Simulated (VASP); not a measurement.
A run of VASP 6.6.1 is set up as follows.

Contents of INCAR:

```
SYSTEM = WC
PREC = Accurate
ENCUT = 520
EDIFF = 1E-6
ISMEAR = -1
SIGMA = 0.05
LREAL = .FALSE.
LASPH = .TRUE.
NELM = 60
ALGO = Normal
ISIF = 2
LWAVE = .FALSE.
LCHARG = .FALSE.
GGA = PS
IVDW = 12
NBANDS = 16
```

File KPOINTS:

```
regular mesh
0
G
  10 10 10
  0 0 0
```

The input POSCAR:

```
WC
1.0
    0.0000000000      2.1592042554      2.1592042554
    2.1592042554      0.0000000000      2.1592042554
    2.1592042554      2.1592042554      0.0000000000
W C
1 1
Direct
    0.0000000000      0.0000000000      0.0000000000
    0.5000000000      0.5000000000      0.5000000000
```

Potentials or basis: VASP PAW PBE potentials, release 64 (W_sv, C).

Command:

```bash
$ cat potpaw_PBE.64/W_sv/POTCAR potpaw_PBE.64/C/POTCAR > POTCAR
$ mpirun -np 1 vasp_std > vasp.out
```

What does it give for the band gap on the k mesh?

Zero (band 9 reaches 14.12 eV, above the bottom of band 10 at 10.70 eV).

What does it give for the pressure?

1.2 GPa.

Caveat: the PAW data sets were made with another functional, which shifts forces and pressure a little; spin-orbit coupling is left out, which moves the levels of the heavy elements; pairwise dispersion overbinds metals, which lowers pressure and volume.
